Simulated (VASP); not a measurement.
Write the native input for VASP 6.6.1 that does the following.

```
Task                   : single point
Functional             : r2SCAN
Potentials or basis    : VASP PAW PBE potentials, release 64 (Si)
Cutoff                 : 520 eV
k mesh                 : 12 × 12 × 12
Occupations            : gaussian, width 0.15 eV
Spin                   : no spin polarisation
Dipole correction      : no
Further INCAR settings : ALGO = Normal; EDIFF = 1e-07; NBANDS = 26
```

The system is Si.

```
CELL_PARAMETERS angstrom
0.00000 0.00000 4.98760
2.62900 -4.55356 0.00000
2.62900 4.55356 0.00000
ATOMIC_POSITIONS crystal
Si 0.93985 0.50000 0.00000
Si 0.50000 0.50000 0.00000
Si 0.00000 0.00000 0.00000
Si 0.50000 0.00000 0.00000
Si 0.00000 0.50000 0.50000
Si 0.50000 0.50000 0.50000
Si 0.00000 0.00000 0.50000
Si 0.50000 0.00000 0.50000
```

This cell differs from its parent crystal: atom 1 (Si) moved by (+0.000, -0.300) A along x and z.

One way to write it, as run:

POSCAR

```
Si
1.0
    0.0000000000      0.0000000000      4.9875981450
    2.6290009028     -4.5535631367      0.0000000000
    2.6290009028      4.5535631368      0.0000000000
Si
8
Direct
   -0.0601491923      0.5000000000      0.0000000000
    0.5000000000      0.5000000000      0.0000000000
    0.0000000000      0.0000000000      0.0000000000
    0.5000000000      0.0000000000      0.0000000000
    0.0000000000      0.5000000000      0.5000000000
    0.5000000000      0.5000000000      0.5000000000
    0.0000000000      0.0000000000      0.5000000000
    0.5000000000      0.0000000000      0.5000000000
```

INCAR.step1

```
SYSTEM = Si
ALGO = Normal
EDIFF = 1E-4
ENCUT = 520
GGA = PE
ISMEAR = 0
LASPH = .TRUE.
LCHARG = .FALSE.
LREAL = .FALSE.
LWAVE = .TRUE.
NBANDS = 26
NELM = 60
PREC = Accurate
SIGMA = 0.15
```

INCAR.step2

```
SYSTEM = Si
ALGO = Normal
EDIFF = 1E-7
ENCUT = 520
ISIF = 2
ISMEAR = 0
ISTART = 1
LASPH = .TRUE.
LCHARG = .TRUE.
LELF = .TRUE.
LMIXTAU = .TRUE.
LREAL = .FALSE.
LVHAR = .TRUE.
LWAVE = .FALSE.
METAGGA = R2SCAN
NBANDS = 26
NELM = 60
PREC = Accurate
SIGMA = 0.15
```

KPOINTS

```
k-points
0
G
  12 12 12
  0 0 0
```

Potentials or basis: VASP PAW PBE potentials, release 64 (Si).

Command:

```bash
$ cat potpaw_PBE.64/Si/POTCAR > POTCAR
$ cp INCAR.step1 INCAR
$ mpirun -np 1 vasp_std > vasp.out
$ cp INCAR.step2 INCAR
$ mpirun -np 1 vasp_std > vasp.out
```

It gave:

```
Pressure               : 1.5 GPa
Largest force          : 2.883 eV/Å
Band gap on the k mesh : zero (bands 16 and 17 overlap by 3.23 eV)
```

Caveat: the cell differs from its parent crystal (atom 1 (Si) moved by (+0.000, -0.300) A along x and z); the PAW data sets were made with another functional, which shifts forces and pressure a little.

It took 7.6 min on 1 thread of Intel(R) Xeon(R) 6975P-C (Granite Rapids) (shared host), peak memory 0.43 GiB.
